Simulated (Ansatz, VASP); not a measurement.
One calculation of CeO2, two programs

INCAR

```
ALGO = Normal ; EDIFF = 1E-6
ENCUT = 520 ; GGA = RE
ISIF = 2 ; ISMEAR = 0
LASPH = T ; LCHARG = T
LELF = T ; LREAL = F
LVHAR = T ; LWAVE = F
NBANDS = 19 ; NELM = 100
PREC = Accurate ; SIGMA = 0.05
```

File KPOINTS:

```
k-points
0
Gamma
  8 8 8
```

File POSCAR:

```
CeO2
1.0
    0.0000000000      2.7471793238      2.7471793238
    2.7471793238      0.0000000000      2.7471793238
    2.7471793238      2.7471793238      0.0000000000
Ce O
1 2
Direct
    0.0000000000      0.0000000000      0.0000000000
    0.2500000000      0.2500000000      0.2500000000
    0.7500000000      0.7500000000      0.7500000000
```

Input for Ansatz:

```yaml
crystal:
  lattice:
    - [0.0, 2.7471793238, 2.7471793238]
    - [2.7471793238, 0.0, 2.7471793238]
    - [2.7471793238, 2.7471793238, 0.0]
  atoms:
    - { symbol: Ce, position: [0.0, 0.0, 0.0] }
    - { symbol: O, position: [0.25, 0.25, 0.25] }
    - { symbol: O, position: [0.75, 0.75, 0.75] }
basis:
  ecutwfc: 420
  ecutrho_ratio: 4
kpoints:
  mp_grid: { grid: [8, 8, 8] }
hamiltonian:
  xc: revpbe
scf:
  occupations: { method: gaussian, width: 0.05 }
output:
  forces: true
  stress: true
  eigenvalues: true
```

Alike in both runs: task single point; functional revPBE; k mesh 8 × 8 × 8; occupations gaussian, width 0.05 eV; no spin polarisation.

|  | VASP | Ansatz |
| --- | --- | --- |
| version | VASP 6.6.1 | Ansatz 0.2.0 |
| potentials or method | VASP PAW PBE potentials, release 64 (Ce, O), cutoff 520 eV | scalar-relativistic, plane waves, PAW |
| valence electrons in the cell | 24 | 24 |

```csv
,VASP,Ansatz,Ansatz less VASP
gap on the k mesh at the Fermi level (eV),1.83,1.86,+0.032
least direct gap on the mesh (eV),1.92,1.95,+0.033
pressure (GPa),0.0,0.0,+0.02
```

VASP's potentials were made for PBE, not for revPBE.

Neither program's run includes spin-orbit coupling.
